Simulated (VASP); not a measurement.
# SnO: single point with PBEsol

Crystal: SnO.

```
CELL_PARAMETERS angstrom
2.73081 -2.65012 0.00000
2.73081 2.65012 0.00000
0.00000 0.00000 9.49482
ATOMIC_POSITIONS crystal
Sn 0.99919 0.00081 0.99986
Sn 0.00081 0.99919 0.49986
Sn 0.50081 0.49919 0.25714
Sn 0.49919 0.50081 0.75714
O 0.00078 0.49922 0.37850
O 0.99922 0.50078 0.87850
O 0.50078 0.99922 0.37850
O 0.49922 0.00078 0.87850
```

This cell differs from its parent crystal: strain +0.0150 x Voigt [1, -1, 0, 0, 0, 0].

```json
{
  "Program": "VASP 6.6.1",
  "Task": "single point",
  "Functional": "PBEsol",
  "Potentials or basis": "VASP PAW PBE potentials, release 64 (Sn_d, O)",
  "Cutoff": "520 eV",
  "k mesh": "10 × 10 × 4",
  "Occupations": "gaussian, width 0.15 eV",
  "Spin": "no spin polarisation",
  "Dipole correction": "no",
  "Further INCAR settings": "ALGO = Fast; EDIFF = 1e-06; NBANDS = 50"
}
```

```yaml
Pressure: 0.3 GPa
Largest_force: 0.090 eV/Å
Band_gap_on_the_k_mesh: zero (bands 40 and 41 overlap by 0.14 eV)
```

Forces in eV/Å, atoms in the order of the input:
```
Sn   0.000 -0.004  0.090
Sn   0.000  0.004  0.090
Sn   0.000  0.004 -0.090
Sn   0.000 -0.004 -0.090
O    0.000  0.002  0.000
O    0.000 -0.002  0.000
O    0.000  0.002  0.000
O    0.000 -0.002  0.000
```

Stress tensor (GPa, compression positive):
```
-2.25  0.00  0.00
 0.00  2.86  0.00
 0.00  0.00  0.31
```

Levels at points of the mesh, in eV from the Fermi level:
| k point | band 37 | band 38 | band 39 | band 40 | band 41 | band 42 | band 43 | band 44 |
| --- | --- | --- | --- | --- | --- | --- | --- | --- |
| (0.00, 0.00, 0.00) | -3.08 | -3.06 | -2.29 | -0.08 | 1.51 | 2.02 | 2.59 | 2.80 |
| (0.50, 0.00, 0.00) | -2.86 | -2.86 | -1.82 | -1.82 | 2.56 | 2.56 | 3.18 | 3.18 |
| (0.50, 0.50, 0.00) | -2.46 | -2.46 | -2.06 | -1.88 | -0.21 | -0.15 | 2.17 | 2.23 |
| (0.00, 0.00, 0.50) | -3.07 | -3.07 | -0.63 | -0.63 | 1.50 | 1.50 | 3.21 | 3.21 |
| (0.50, 0.00, 0.50) | -2.30 | -2.30 | -2.29 | -2.29 | 2.85 | 2.85 | 2.86 | 2.86 |
| (0.50, 0.50, 0.50) | -2.46 | -2.46 | -2.30 | -2.30 | 0.72 | 0.72 | 0.77 | 0.77 |

Run time: 15 min on 1 thread of Oxide Virtual Turin-like Processor, with other jobs on the host, peak memory 0.51 GiB.

Caveat: the cell differs from its parent crystal (strain +0.0150 x Voigt [1, -1, 0, 0, 0, 0]); the stress differs along the axes, from -2 to 3 GPa; semilocal functionals underestimate gaps, and a narrow one can read as zero; the PAW data sets were made with another functional, which shifts forces and pressure a little; spin-orbit coupling is left out, which moves the levels of the heavy elements.
